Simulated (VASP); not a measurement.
Crystal: CsH.

```
Cs H
1.0
     4.41813    0.00000    0.00000
    -2.20906    3.82621    0.00000
     0.00000    0.00000    7.89387
Cs H
2 2
Direct
  0.00000 0.00000 0.00000
  0.00000 0.00000 0.50000
  0.33333 0.66667 0.25000
  0.66667 0.33333 0.75000
```

```yaml
Program: VASP 6.6.1
Task: relaxation of cell and atoms
Functional: PBEsol
Potentials_or_basis: VASP PAW PBE potentials, release 64 (Cs_sv, H)
Cutoff: 600 eV
k_mesh: 6 × 6 × 4
Occupations: fermi-dirac, width 0.02 eV
Spin: no spin polarisation
```

At the start: pressure -0.7 GPa; volume 33.36 Å³/atom.

**Question.** Where does the relaxation end?

**Answer.** Over 7 steps the energy falls by 6.4 meV/atom and the volume is 30.76 Å³/atom (-7.8 %); space group P6_3/mmc (No. 194, to 0.1 Å) before and after.

The path:
```tsv
step	energy change (eV)	largest force (eV/Å)	pressure (GPa)	volume (Å³)
1	0.0000	0.0000	-0.73	133.44
2	-0.0118	0.0000	-0.55	130.53
3	-0.0245	0.0000	-0.11	124.50
4	-0.0249	0.0000	-0.01	123.25
5	-0.0249	0.0000	-0.02	123.45
6	-0.0253	0.0000	-0.02	123.31
7	-0.0255	0.0000	-0.01	123.05
```

Final structure:
```cif
data_structure
_symmetry_space_group_name_H-M 'P 1'
_symmetry_Int_Tables_number 1
_cell_length_a 4.2951
_cell_length_b 4.2951
_cell_length_c 7.7021
_cell_angle_alpha 90.000
_cell_angle_beta 90.000
_cell_angle_gamma 120.000
_cell_volume 123.05
loop_
_atom_site_label
_atom_site_type_symbol
_atom_site_fract_x
_atom_site_fract_y
_atom_site_fract_z
_atom_site_occupancy
Cs1 Cs 0.00000 0.00000 0.00000 1
Cs2 Cs 0.00000 0.00000 0.50000 1
H1 H 0.33333 0.66667 0.25000 1
H2 H 0.66667 0.33333 0.75000 1
```

Caveat: the PAW data sets were made with another functional, which shifts forces and pressure a little.
